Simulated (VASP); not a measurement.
# TePb (Fm-3m) in VASP: single point with PBEsol

Aim: the single point of TePb with PBEsol.

Everything below comes from runs of VASP 6.6.1. Logs are shortened: lines on timing, memory, paths and dates and some standing lists are left out, and cuts for length are marked.

## Step 1: The cell of the first run

Symmetry: Fm-3m, No. 225, cubic system. The conventional cell has a = 6.446 Å, b = 6.446 Å, c = 6.446 Å, α = 90.00°, β = 90.00°, γ = 90.00°. Te (site symmetry m-3m) has 6 Pb at 3.22 Å within 4.2 Å. Pb (site symmetry m-3m) has 6 Te at 3.22 Å within 4.2 Å.

## Step 2: Single point, PBEsol

File INCAR:

```
SYSTEM = TePb
PREC = Accurate
ENCUT = 520
EDIFF = 1E-6
ISMEAR = 0
SIGMA = 0.02
LREAL = Auto
LASPH = .True.
NELM = 100
ALGO = Normal
ISIF = 2
LWAVE = .False.
LCHARG = .False.
GGA = PS
NBANDS = 182
```

File KPOINTS:

```
Automatic mesh
0
Gamma
  2 2 2
  0.5 0.5 0.5
```

File POSCAR:

```
TePb
1.0
   -6.4455049046     -6.4455049046      6.4455049046
    6.4455049046     -6.4455049046     -6.4455049046
    6.4455049046      6.4455049046      6.4455049046
Te Pb
16 16
Direct
    0.2500000000      0.0000000000      0.7500000000
    0.0000000000      0.0000000000      0.0000000000
    0.5000000000      0.7500000000      0.7500000000
    0.2500000000      0.7500000000      0.0000000000
    0.0000000000      0.7500000000      0.2500000000
    0.7500000000      0.0000000000      0.2500000000
    0.5000000000      0.0000000000      0.5000000000
    0.0000000000      0.2500000000      0.7500000000
    0.7500000000      0.5000000000      0.7500000000
    0.5000000000      0.5000000000      0.0000000000
    0.2500000000      0.5000000000      0.2500000000
    0.0000000000      0.5000000000      0.5000000000
    0.7500000000      0.7500000000      0.5000000000
    0.7500000000      0.2500000000      0.0000000000
    0.5000000000      0.2500000000      0.2500000000
    0.2500000000      0.2500000000      0.5000000000
    0.2500000000      0.7500000000      0.5000000000
    0.0000000000      0.7500000000      0.7500000000
    0.5000000000      0.5000000000      0.5000000000
    0.2500000000      0.5000000000      0.7500000000
    0.0000000000      0.5000000000      0.0000000000
    0.7500000000      0.7500000000      0.0000000000
    0.5000000000      0.7500000000      0.2500000000
    0.0000000000      0.0000000000      0.5000000000
    0.7500000000      0.2500000000      0.5000000000
    0.5000000000      0.2500000000      0.7500000000
    0.2500000000      0.2500000000      0.0000000000
    0.0000000000      0.2500000000      0.2500000000
    0.7500000000      0.5000000000      0.2500000000
    0.7500000000      0.0000000000      0.7500000000
    0.5000000000      0.0000000000      0.0000000000
    0.2500000000      0.0000000000      0.2500000000
```

Potentials or basis: VASP PAW PBE potentials, release 64 (Te, Pb_d).

On the command line:

```console
cat potpaw_PBE.64/Te/POTCAR potpaw_PBE.64/Pb_d/POTCAR > POTCAR
mpirun -np 1 vasp_std > vasp.out
```

OUTCAR:

```text
SYSTEM = TePb
   PREC = Accurate
   ENCUT = 520
   EDIFF = 1E-6
   ISMEAR = 0
   LREAL = Auto
   LASPH = .True.
   NELM = 100
   ISIF = 2
   GGA = PS

 ion  position               nearest neighbor table
   1  0.250  0.000  0.750-  17 3.22  18 3.22  24 3.22  26 3.22  27 3.22  31 3.22
   2  0.000  0.000  0.000-  18 3.22  22 3.22  27 3.22  28 3.22  30 3.22  32 3.22
   3  0.500  0.750  0.750-  17 3.22  19 3.22  20 3.22  22 3.22  30 3.22  31 3.22
   4  0.250  0.750  0.000-  18 3.22  20 3.22  21 3.22  23 3.22  31 3.22  32 3.22
   5  0.000  0.750  0.250-  17 3.22  21 3.22  22 3.22  24 3.22  29 3.22  32 3.22
   6  0.750  0.000  0.250-  22 3.22  23 3.22  24 3.22  25 3.22  28 3.22  31 3.22
[... 24 lines left out ...]
  31  0.500  0.000  0.000-   1 3.22   3 3.22   4 3.22   6 3.22  14 3.22  15 3.22
  32  0.250  0.000  0.250-   2 3.22   4 3.22   5 3.22   7 3.22  15 3.22  16 3.22

  LATTYP: Found a body centered cubic cell.
 ALAT       =    12.8910098092

  Lattice vectors:

 A1 = (  -6.4455049046,  -6.4455049046,   6.4455049046)
 A2 = (   6.4455049046,  -6.4455049046,  -6.4455049046)
 A3 = (   6.4455049046,   6.4455049046,   6.4455049046)

Analysis of symmetry for initial positions (statically):
=====================================================================
 Subroutine PRICEL returns following result:

  LATTYP: Found a face centered cubic cell.
 ALAT       =     6.4455049046

  Lattice vectors:

 A1 = (   3.2227524523,   0.0000000000,  -3.2227524523)
 A2 = (   0.0000000000,   3.2227524523,  -3.2227524523)
 A3 = (   3.2227524523,   3.2227524523,   0.0000000000)

  16 primitive cells build up your supercell.

 Routine SETGRP: Setting up the symmetry group for a
 body centered cubic supercell.

 Subroutine GETGRP returns: Found 48 space group operations
 (whereof 48 operations were pure point group operations)
 out of a pool of 48 trial point group operations.

The static configuration has the point symmetry O_h .

Analysis of symmetry for dynamics (positions and initial velocities):
=====================================================================
 Subroutine PRICEL returns following result:

  LATTYP: Found a face centered cubic cell.
 ALAT       =     6.4455049046

  Lattice vectors:

 A1 = (   3.2227524523,   0.0000000000,  -3.2227524523)
 A2 = (   0.0000000000,   3.2227524523,  -3.2227524523)
 A3 = (   3.2227524523,   3.2227524523,   0.0000000000)

  16 primitive cells build up your supercell.

 Routine SETGRP: Setting up the symmetry group for a
 body centered cubic supercell.

 Subroutine GETGRP returns: Found 48 space group operations
 (whereof 48 operations were pure point group operations)
 out of a pool of 48 trial point group operations.

The dynamic configuration has the point symmetry O_h .

 Subroutine INISYM returns: Found 48 space group operations
 (whereof 48 operations are pure point group operations),
 and found    16 'primitive' translations

----------------------------------------------------------------------------------------

                                     Primitive cell

  volume of cell :      66.9439

  direct lattice vectors                    reciprocal lattice vectors
     3.222752452  0.000000000 -3.222752452     0.155146884 -0.155146884 -0.155146884
     0.000000000  3.222752452 -3.222752452    -0.155146884  0.155146884 -0.155146884
     3.222752452  3.222752452  0.000000000     0.155146884  0.155146884  0.155146884

  length of vectors
     4.557660226  4.557660226  4.557660226     0.268722285  0.268722285  0.268722285

  position of ions in fractional coordinates (direct lattice)
     0.000000000  0.000000000  0.000000000
     0.500000000  0.500000000  0.500000000

  ion indices of the primitive-cell ions
   primitive index   ion index
                 1           1
                 2          17

----------------------------------------------------------------------------------------

 KPOINTS: Automatic mesh

Automatic generation of k-mesh.
 Grid dimensions read from file:
 generate k-points for:    2    2    2

 Generating k-lattice:

  Cartesian coordinates                     Fractional coordinates (reciprocal lattice)
     0.000000000 -0.038786721  0.038786721     0.500000000  0.000000000  0.000000000
     0.038786721 -0.038786721  0.000000000     0.000000000  0.500000000  0.000000000
     0.038786721  0.000000000  0.038786721     0.000000000  0.000000000  0.500000000

  Length of vectors
     0.054852707  0.054852707  0.054852707

  Shift w.r.t. Gamma in fractional coordinates (k-lattice)
     0.500000000  0.500000000  0.500000000

 Subroutine IBZKPT returns following result:
 ===========================================

 Found      2 irreducible k-points:

 Following reciprocal coordinates:
            Coordinates               Weight
  0.250000  0.250000  0.250000      2.000000
 -0.250000  0.250000  0.250000      6.000000
   k-points           NKPTS =      2   k-points in BZ     NKDIM =      2   number of bands    NBANDS=    182
   number of dos      NEDOS =    301   number of ions     NIONS =     32
   total plane-waves  NPLWV = 592704
   dimension x,y,z NGX =    84 NGY =   84 NGZ =   84
   dimension x,y,z NGXF=   168 NGYF=  168 NGZF=  168
   ions per type =              16  16
   NGX,Y,Z   is equivalent  to a cutoff of  12.51, 12.51, 12.51 a.u.
   NGXF,Y,Z  is equivalent  to a cutoff of  25.02, 25.02, 25.02 a.u.
 SYSTEM =  TePb
   PREC   = accura    normal or accurate (medium, high low for compatibility)
   ISTART =      0    job   : 0-new  1-cont  2-samecut
   ICHARG =      2    charge: 1-file 2-atom 10-const
   ISPIN  =      1    spin polarized calculation?
   LNONCOLLINEAR =      F non collinear calculations
   LSORBIT =      F    spin-orbit coupling
   LASPH  =      T    aspherical Exc in radial PAW
   ENCUT  =  520.0 eV  38.22 Ry    6.18 a.u.  20.76 20.76 20.76*2*pi/ulx,y,z
   NELM   =    100;   NELMIN=  2; NELMDL= -5     # of ELM steps
   EDIFF  = 0.1E-05   stopping-criterion for ELM
   LREAL  =      T    real-space projection
   EDIFFG = 0.1E-04   stopping-criterion for IOM
   NSW    =      0    number of steps for IOM
   IBRION =     -1    ionic relax: 0-MD 1-quasi-New 2-CG
   NFREE  =      0    steps in history (QN), initial steepest desc. (CG)
   ISIF   =      2    stress and relaxation
   ISYM   =      2    0-nonsym 1-usesym 2-fastsym
   POTIM  = 0.5000    time-step for ionic-motion
   TEBEG  =    0.0;   TEEND  =   0.0 temperature during run
   PSTRESS=    0.0 pullay stress
   NELECT =     320.0000    total number of electrons
   NUPDOWN=      -1.0000    fix difference up-down
   EMIN   =  10.00;   EMAX   =-10.00  energy-range for DOS
   EFERMI =   0.00;   METHOD = LEGACY
   ISMEAR =     0;   SIGMA  =   0.02  broadening in eV -4-tet -1-fermi 0-gaus
   EFERMI_NEDOS =   21; number of points for ismear=-14 and -15
   IALGO  =     38    algorithm
   IMIX   =      4    mixing-type and parameters
     AMIX     =   0.40;   BMIX     =  1.00
     AMIX_MAG =   1.60;   BMIX_MAG =  1.00
  volume/ion in A,a.u.               =      33.47       225.88
  Fermi-wavevector in a.u.,A,eV,Ry     =   1.094413  2.068141 16.296238  1.197740
  Thomas-Fermi vector in A             =   2.230717
   LORBIT       =      0    0 simple, 1 ext, 2 COOP (PROOUT), +10 PAW based schemes
   GGA     = PS    functional components
   LHFCALC =     F    Hartree Fock is set to
   AEXX    =    0.0000 exact exchange contribution
   IVDW    =     0    specifies the selected vdW correction
   LEPSILON=     F    determine dielectric tensor
   LRPA    =     F    only Hartree local field effects (RPA)
 non-spin polarized calculation
 Gauss-broadening in eV      SIGMA  =   0.02
  energy-cutoff  :      520.00
  volume of cell :     1071.10
 maximum number of plane-waves:     28812
 NGX is ok and might be reduce to    84
   NGX = 41   NGY = 41   NGZ = 41

 number of electron     320.0000102 magnetization

 Free energy of the ion-electron system (eV)
  ---------------------------------------------------
  ext. energy  EPLUGINS =         0.00000000
  ---------------------------------------------------
  free energy    TOTEN  =      -132.13664648 eV

  energy without entropy =     -132.13664648  energy(sigma->0) =     -132.13664648

 E-fermi :   5.2194     XC(G=0):  -9.5068

 val. band max:        5.0987310642   @ k =  -0.2500   0.2500   0.2500
 cond. band min:       6.7695939192   @ k =  -0.2500   0.2500   0.2500
 fundamental gap:      1.6708628550
 Fermi energy:         5.2194251666

 k-point     1 :       0.2500    0.2500    0.2500
  band No.  band energies     occupation
      1     -11.1235      2.00000
      2     -11.1235      2.00000
      3     -11.1235      2.00000
      4     -11.1235      2.00000
      5     -11.1235      2.00000
      6     -11.1235      2.00000
[... 164 lines left out ...]
    171       7.9798      0.00000
    172       7.9798      0.00000

 k-point     2 :      -0.2500    0.2500    0.2500
  band No.  band energies     occupation
      1     -11.1416      2.00000
      2     -11.1416      2.00000
      3     -11.1377      2.00000
      4     -11.1216      2.00000
      5     -11.1216      2.00000
      6     -11.1216      2.00000
[... 164 lines left out ...]
    171       7.0568      0.00000
    172       7.0568      0.00000
 [bands above 172 left out]

------------------------ aborting loop because EDIFF is reached ----------------------------------------

  FORCE on cell =-STRESS in cart. coord.  units (eV):
  Direction    XX          YY          ZZ          XY          YZ          ZX
  --------------------------------------------------------------------------------------
  -------------------------------------------------------------------------------------
  Total       -1.3161618     -1.3161618     -1.3161618      0.0000000     -0.0000000     -0.0000000
  in kB       -1.9687431     -1.9687431     -1.9687431      0.0000000     -0.0000000     -0.0000000
  external PRESSURE =      -1.9687431 kB  Pullay stress =       0.0000000 kB

 VOLUME and BASIS-vectors are now :
 -----------------------------------------------------------------------------
  energy-cutoff  :      520.00
  volume of cell :     1071.10
      direct lattice vectors                 reciprocal lattice vectors
    -6.445504905 -6.445504905  6.445504905     0.000000000 -0.077573442  0.077573442
     6.445504905 -6.445504905 -6.445504905     0.077573442 -0.077573442  0.000000000
     6.445504905  6.445504905  6.445504905     0.077573442  0.000000000  0.077573442

 POSITION                                       TOTAL-FORCE (eV/Angst)
 -----------------------------------------------------------------------------------
      3.22275      3.22275      6.44550         0.000000     -0.000000     -0.000000
      0.00000      0.00000      0.00000         0.000000     -0.000000      0.000000
      6.44550     -3.22275      3.22275        -0.000000      0.000000      0.000000
      3.22275     -6.44550     -3.22275         0.000000     -0.000000      0.000000
      6.44550     -3.22275     -3.22275         0.000000      0.000000      0.000000
     -3.22275     -3.22275      6.44550         0.000000     -0.000000     -0.000000
[... 24 lines left out ...]
     -3.22275     -3.22275      3.22275         0.000000     -0.000000     -0.000000
      0.00000      0.00000      3.22275        -0.000000      0.000000     -0.000000
 -----------------------------------------------------------------------------------
    total drift:                                0.000000      0.000000      0.000000

  FREE ENERGIE OF THE ION-ELECTRON SYSTEM (eV)
  ---------------------------------------------------
  free  energy   TOTEN  =      -132.1366464847 eV

  energy  without entropy=     -132.1366464847  energy(sigma->0) =     -132.13664648
```

Wall time 28 min (1 thread of Oxide Virtual Turin-like, shared host); peak memory 1.2 GiB.

Results:

```yaml
Free_energy: -132.1366 eV
Pressure: -0.2 GPa
Band_gap_on_the_k_mesh: 1.67 eV
```

Levels at points of the mesh, in eV from the valence-band top:
```
           k point  band 156  band 157  band 158  band 159  band 160  band 161  band 162  band 163  band 164  band 165
(0.25, 0.25, 0.25)     -0.74     -0.21     -0.21     -0.21     -0.21      2.53      2.53      2.53      2.53      2.88
```

Caveat: the PAW data sets were made with another functional, which shifts forces and pressure a little; spin-orbit coupling is left out, which moves the levels of the heavy elements; a shifted mesh leaves out Γ, where band edges can lie.
